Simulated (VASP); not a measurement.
Here is a VASP 6.6.1 calculation.

INCAR

```
SYSTEM = Bi
  PREC = Accurate
  ENCUT = 500
  EDIFF = 1E-6
  ISMEAR = 0
  SIGMA = 0.11
  LREAL = .FALSE.
  LASPH = .TRUE.
  NELM = 120
  ALGO = Normal
  ISIF = 2
  LWAVE = .FALSE.
  LCHARG = .FALSE.
  GGA = PE
  NBANDS = 22
  GGA_COMPAT = .FALSE.
```

KPOINTS

```
regular mesh
0
G
  2 2 3
  0 0 0
```

POSCAR

```
Bi
1.0
    3.4885980000     -3.1325780000      0.0000000000
    3.4885980000      3.1325780000      0.0000000000
   -1.2602350000      0.0000000000      3.1135500000
Bi
2
Direct
    0.2469390000      0.2469390000      0.1426180000
    0.7530610000      0.7530610000      0.8573820000
```

Potentials or basis: VASP PAW PBE potentials, release 64 (Bi_d).

Run with:

```sh
$ cat potpaw_PBE.64/Bi_d/POTCAR > POTCAR
$ mpirun -np 1 vasp_std > vasp.out
```

Problem. Estimate the largest force.

Solution. 0.601 eV/Å.

Problem. Estimate the pressure.

Solution. 1.2 GPa.

Problem. Estimate the band gap on the k mesh.

Solution. Zero (band 15 reaches 9.95 eV, above the bottom of band 16 at 5.87 eV).

Forces on the atoms (eV/Å):
```
Bi  -0.601  0.000 -0.030
Bi   0.601  0.000  0.030
```

Caveat: the k points lie up to 0.70 Å⁻¹ apart; spin-orbit coupling is left out, which moves the levels of the heavy elements.
